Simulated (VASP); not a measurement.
Set up this calculation in VASP 6.6.1, as the native input.

```yaml
Task: single point
Functional: PBE
Potentials_or_basis: VASP PAW PBE potentials, release 64 (Zr_sv, Ta_pv, N)
Cutoff: 520 eV
k_mesh: 6 × 6 × 4
Occupations: gaussian, width 0.1 eV
Spin: no spin polarisation
Dipole_correction: no
Further_INCAR_settings: ALGO = Normal; EDIFF = 1e-06; NBANDS = 21
```

The structure of ZrTaN lies in POSCAR:

```
ZrTaN
1.0
    3.0622987778      0.0000000000      0.0000000000
    0.0000000000      3.0622987778      0.0000000000
    0.0000000000      0.0000000000      4.6991109355
Zr Ta N
1 1 1
Direct
    0.5000000000      0.5000000000      0.5000000000
    0.0000000000      0.0000000000      0.0000000000
    0.5000000000      0.5000000000      0.0000000000
```

One way to write it, as run:

INCAR

```
SYSTEM = ZrTaN
PREC = Accurate
ENCUT = 520
EDIFF = 1E-6
ISMEAR = 0
SIGMA = 0.1
LREAL = .FALSE.
LASPH = .TRUE.
NELM = 80
ALGO = Normal
ISIF = 2
LWAVE = .FALSE.
LCHARG = .TRUE.
GGA = PE
LELF = .TRUE.
LVHAR = .TRUE.
NBANDS = 21
```

KPOINTS

```
Automatic mesh
0
G
  6 6 4
  0 0 0
```

Potentials or basis: VASP PAW PBE potentials, release 64 (Zr_sv, Ta_pv, N).

Command:

```console
$ cat potpaw_PBE.64/Zr_sv/POTCAR potpaw_PBE.64/Ta_pv/POTCAR potpaw_PBE.64/N/POTCAR > POTCAR
$ mpirun -np 1 vasp_std > vasp.out
```

Results of the run:

```json
{
 "Pressure": "0.3 GPa",
 "Band gap on the k mesh": "zero (band 14 reaches 9.48 eV, above the bottom of band 15 at 7.81 eV)"
}
```

Caveat: spin-orbit coupling is left out, which moves the levels of the heavy elements.

It took 38 s on 1 thread of AMD EPYC 7R43 64-Core Processor (Zen 3) (shared host), peak memory 0.14 GiB.
